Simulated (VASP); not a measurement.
# Au (Cmcm) in VASP: further runs

The runs below take Au through single point, with PBE.

Program: VASP 6.6.1. These are calculated values, not measurements. Logs are shortened: lines on timing, memory, paths and dates and some standing lists are left out, and cuts for length are marked.

### 1 The cell of the first run

It takes space group Cmcm (No. 63, orthorhombic). Conventional cell: a = 2.823 Å, b = 5.112 Å, c = 4.893 Å, α = 90.00°, β = 90.00°, γ = 90.00°. Au (site symmetry m2m) has 12 Au at 2.82 to 2.97 Å within 3.7 Å.

### 2 Single point, PBE

The input, INCAR:

```
  ALGO = Normal
  EDIFF = 1E-6
  ENCUT = 500
  GGA = PE
  GGA_COMPAT = F
  ISIF = 2
  ISMEAR = 0
  LASPH = T
  LCHARG = T
  LELF = T
  LREAL = F
  LVHAR = T
  LWAVE = F
  NBANDS = 18
  NELM = 120
  PREC = Accurate
  SIGMA = 0.1
```

The input, KPOINTS:

```
k-points
0
Gamma
  4 4 2
```

The input, POSCAR:

```
Au
1.0
    1.4113099650     -2.5559330250      0.0000000000
    1.4113099650      2.5559330250      0.0000000000
    0.0000000000      0.0000000000      4.8931696100
Au
2
Direct
    0.6653279700      0.3346720300      0.2500000000
    0.3346720300      0.6653279700      0.7500000000
```

Potentials or basis: VASP PAW PBE potentials, release 64 (Au).

Launch:

```sh
$ cat potpaw_PBE.64/Au/POTCAR > POTCAR
$ mpirun -np 1 vasp_std > vasp.out
```

OUTCAR:

```text
EDIFF = 1E-6
   ENCUT = 500
   GGA = PE
   ISIF = 2
   ISMEAR = 0
   LASPH = T
   LREAL = F
   NELM = 120
   PREC = Accurate

 ion  position               nearest neighbor table
   1  0.665  0.335  0.250-   2 2.95   2 2.95   2 2.95   2 2.95   2 2.97   2 2.97
   2  0.335  0.665  0.750-   1 2.95   1 2.95   1 2.95   1 2.95   1 2.97   1 2.97

  LATTYP: Found a base centered orthorhombic cell.
 ALAT       =     2.8226199300
 B/A-ratio  =     1.8110359088
 C/A-ratio  =     1.7335559627

  Lattice vectors:

 A1 = (   1.4113099650,  -2.5559330250,   0.0000000000)
 A2 = (   1.4113099650,   2.5559330250,   0.0000000000)
 A3 = (   0.0000000000,   0.0000000000,   4.8931696100)

Analysis of symmetry for initial positions (statically):
=====================================================================
 Subroutine PRICEL returns:
 Original cell was already a primitive cell.

 Routine SETGRP: Setting up the symmetry group for a
 base centered orthorhombic supercell.

 Subroutine GETGRP returns: Found  8 space group operations
 (whereof  4 operations were pure point group operations)
 out of a pool of  8 trial point group operations.

The static configuration has the point symmetry C_2h.
 The point group associated with its full space group is D_2h.

Analysis of symmetry for dynamics (positions and initial velocities):
=====================================================================
 Subroutine PRICEL returns:
 Original cell was already a primitive cell.

 Routine SETGRP: Setting up the symmetry group for a
 base centered orthorhombic supercell.

 Subroutine GETGRP returns: Found  8 space group operations
 (whereof  4 operations were pure point group operations)
 out of a pool of  8 trial point group operations.

The dynamic configuration has the point symmetry C_2h.
 The point group associated with its full space group is D_2h.

 Subroutine INISYM returns: Found  8 space group operations
 (whereof  4 operations are pure point group operations),
 and found     1 'primitive' translations

----------------------------------------------------------------------------------------

                                     Primitive cell

  volume of cell :      35.3014

  direct lattice vectors                    reciprocal lattice vectors
     1.411309965 -2.555933025  0.000000000     0.354280783 -0.195623279  0.000000000
     1.411309965  2.555933025  0.000000000     0.354280783  0.195623279  0.000000000
[... 73 lines left out ...]
   NELM   =    120;   NELMIN=  2; NELMDL= -5     # of ELM steps
   EDIFF  = 0.1E-05   stopping-criterion for ELM
   LREAL  =      F    real-space projection
   EDIFFG = 0.1E-04   stopping-criterion for IOM
   NSW    =      0    number of steps for IOM
   IBRION =     -1    ionic relax: 0-MD 1-quasi-New 2-CG
   NFREE  =      0    steps in history (QN), initial steepest desc. (CG)
   ISIF   =      2    stress and relaxation
   ISYM   =      2    0-nonsym 1-usesym 2-fastsym
   POTIM  = 0.5000    time-step for ionic-motion
   TEBEG  =    0.0;   TEEND  =   0.0 temperature during run
   PSTRESS=    0.0 pullay stress
   NELECT =      22.0000    total number of electrons
   NUPDOWN=      -1.0000    fix difference up-down
   EMIN   =  10.00;   EMAX   =-10.00  energy-range for DOS
   EFERMI =   0.00;   METHOD = LEGACY
   ISMEAR =     0;   SIGMA  =   0.10  broadening in eV -4-tet -1-fermi 0-gaus
   EFERMI_NEDOS =   21; number of points for ismear=-14 and -15
   IALGO  =     38    algorithm
   IMIX   =      4    mixing-type and parameters
     AMIX     =   0.40;   BMIX     =  1.00
     AMIX_MAG =   1.60;   BMIX_MAG =  1.00
  volume/ion in A,a.u.               =      17.65       119.11
  Fermi-wavevector in a.u.,A,eV,Ry     =   1.398358  2.642513 26.604898  1.955405
  Thomas-Fermi vector in A             =   2.521524
   LORBIT       =      0    0 simple, 1 ext, 2 COOP (PROOUT), +10 PAW based schemes
   GGA     = PE    functional components
   LHFCALC =     F    Hartree Fock is set to
   AEXX    =    0.0000 exact exchange contribution
   IVDW    =     0    specifies the selected vdW correction
   LEPSILON=     F    determine dielectric tensor
   LRPA    =     F    only Hartree local field effects (RPA)
 non-spin polarized calculation
 Gauss-broadening in eV      SIGMA  =   0.10
  energy-cutoff  :      500.00
  volume of cell :       35.30
 maximum number of plane-waves:       912
 NGX is ok and might be reduce to    24
   NGX = 11   NGY = 11   NGZ = 17

 number of electron      21.9999996 magnetization

 Free energy of the ion-electron system (eV)
  ---------------------------------------------------
  ext. energy  EPLUGINS =         0.00000000
  ---------------------------------------------------
  free energy    TOTEN  =        -6.17636929 eV

  energy without entropy =       -6.17245691  energy(sigma->0) =       -6.17441310

 E-fermi :   9.3857     XC(G=0): -12.5068

 val. band max:        9.1996693784   @ k =   0.5000   0.5000   0.5000
 cond. band min:       9.3869032205   @ k =   0.5000  -0.0000   0.0000
 fundamental gap:      0.1872338421
 Fermi energy:         9.3857462485

 k-point     1 :       0.0000    0.0000    0.0000
  band No.  band energies     occupation
      1      -0.5960      2.00000
      2       1.7741      2.00000
      3       4.1422      2.00000
      4       4.1918      2.00000
      5       4.5318      2.00000
      6       4.7686      2.00000
[... 271 lines left out ...]
      5       5.7117      2.00000
      6       5.7117      2.00000
[... 10 lines left out ...]
     17      23.1642      0.00000
     18      23.1642      0.00000

------------------------ aborting loop because EDIFF is reached ----------------------------------------

  FORCE on cell =-STRESS in cart. coord.  units (eV):
  Direction    XX          YY          ZZ          XY          YZ          ZX
  --------------------------------------------------------------------------------------
  -------------------------------------------------------------------------------------
  Total        1.1090144      1.6426885     -0.2886222      0.0000000     -0.0000000      0.0000000
  in kB       50.3333266     74.5544646    -13.0993038      0.0000000     -0.0000000      0.0000000
  external PRESSURE =      37.2628292 kB  Pullay stress =       0.0000000 kB

 VOLUME and BASIS-vectors are now :
 -----------------------------------------------------------------------------
  energy-cutoff  :      500.00
  volume of cell :       35.30
      direct lattice vectors                 reciprocal lattice vectors
     1.411309965 -2.555933025  0.000000000     0.354280783 -0.195623279  0.000000000
     1.411309965  2.555933025  0.000000000     0.354280783  0.195623279  0.000000000
     0.000000000  0.000000000  4.893169610     0.000000000  0.000000000  0.204366511

 POSITION                                       TOTAL-FORCE (eV/Angst)
 -----------------------------------------------------------------------------------
      1.41131     -0.84513      1.22329         0.000000      0.209015     -0.000000
      1.41131      0.84513      3.66988         0.000000     -0.209015      0.000000
 -----------------------------------------------------------------------------------
    total drift:                                0.000000      0.000000     -0.000000

  FREE ENERGIE OF THE ION-ELECTRON SYSTEM (eV)
  ---------------------------------------------------
  free  energy   TOTEN  =        -6.1763692939 eV

  energy  without entropy=       -6.1724569147  energy(sigma->0) =       -6.17441310
```

It took 15 s on 1 thread of Intel Xeon 8259CL, shared host; peak memory 0.15 GiB.

Results:

```yaml
Free_energy: -6.1764 eV
Pressure: 3.7 GPa
Largest_force: 0.209 eV/Å
Band_gap_on_the_k_mesh: zero (band 11 reaches 10.07 eV, above the bottom of band 12 at 6.37 eV)
```

Forces in eV/Å, atoms in the order of the input:
```
Au   0.000  0.209  0.000
Au   0.000 -0.209  0.000
```

Levels at points of the mesh, in eV from the Fermi level:
| k point | band 7 | band 8 | band 9 | band 10 | band 11 | band 12 | band 13 | band 14 | band 15 | band 16 |
| --- | --- | --- | --- | --- | --- | --- | --- | --- | --- | --- |
| (0.00, 0.00, 0.00) | -4.37 | -3.97 | -3.82 | -2.68 | -2.63 | -1.53 | 1.91 | 14.05 | 15.03 | 16.20 |
| (0.50, 0.00, 0.00) | -3.97 | -2.49 | -2.32 | -2.16 | 0.00 | 1.23 | 5.26 | 6.75 | 6.76 | 9.49 |
| (0.50, 0.50, 0.00) | -4.11 | -2.41 | -2.40 | -2.22 | -0.27 | 0.77 | 4.87 | 6.28 | 6.42 | 10.58 |
| (0.00, 0.00, 0.50) | -4.67 | -4.67 | -3.15 | -3.15 | -3.02 | -3.02 | 9.70 | 9.70 | 14.38 | 14.38 |
| (0.50, 0.00, 0.50) | -2.87 | -2.87 | -2.21 | -2.21 | 0.18 | 0.18 | 3.52 | 3.52 | 12.58 | 12.58 |
| (0.50, 0.50, 0.50) | -2.85 | -2.85 | -2.29 | -2.29 | -0.19 | -0.19 | 2.98 | 2.98 | 12.15 | 12.15 |

Caveat: the k points lie up to 0.64 Å⁻¹ apart; spin-orbit coupling is left out, which moves the levels of the heavy elements.

### 3 Single point, PBE

The input, INCAR:

```
ALGO = Normal
EDIFF = 1E-6
ENCUT = 500
GGA = PE
GGA_COMPAT = F
ISIF = 2
ISMEAR = 1
LASPH = T
LCHARG = F
LREAL = F
LWAVE = F
NBANDS = 18
NELM = 120
PREC = Accurate
SIGMA = 0.069
```

KPOINTS is that of step 2.

POSCAR is that of step 2.

Potentials or basis: VASP PAW PBE potentials, release 64 (Au).

Launch:

```sh
$ cat potpaw_PBE.64/Au/POTCAR > POTCAR
$ mpirun -np 1 vasp_std > vasp.out
```

Run time: 12 s. Hardware: 1 thread of Intel Xeon 8259CL, shared host; peak memory 0.15 GiB.

It converged, with:

```yaml
Free_energy: -6.1740 eV
Pressure: 3.7 GPa
Largest_force: 0.212 eV/Å
Band_gap_on_the_k_mesh: zero (band 11 reaches 10.07 eV, above the bottom of band 12 at 6.37 eV)
```

Forces in eV/Å, atoms in the order of the input:
```
Au   0.000  0.212  0.000
Au   0.000 -0.212  0.000
```

Stress tensor (GPa, compression positive):
```
 5.03  0.00  0.00
 0.00  7.49  0.00
 0.00  0.00 -1.30
```

Levels at points of the mesh, in eV from the Fermi level:
| k point | band 9 | band 10 | band 11 | band 12 | band 13 | band 14 |
| --- | --- | --- | --- | --- | --- | --- |
| (0.00, 0.00, 0.00) | -3.82 | -2.68 | -2.63 | -1.53 | 1.91 | 14.05 |
| (0.50, 0.00, 0.00) | -2.32 | -2.16 | 0.00 | 1.23 | 5.26 | 6.75 |
| (0.50, 0.50, 0.00) | -2.40 | -2.22 | -0.27 | 0.77 | 4.87 | 6.27 |
| (0.00, 0.00, 0.50) | -3.15 | -3.15 | -3.02 | -3.02 | 9.70 | 9.70 |
| (0.50, 0.00, 0.50) | -2.21 | -2.21 | 0.18 | 0.18 | 3.52 | 3.52 |
| (0.50, 0.50, 0.50) | -2.29 | -2.29 | -0.19 | -0.19 | 2.98 | 2.98 |

Caveat: the k points lie up to 0.64 Å⁻¹ apart; spin-orbit coupling is left out, which moves the levels of the heavy elements.
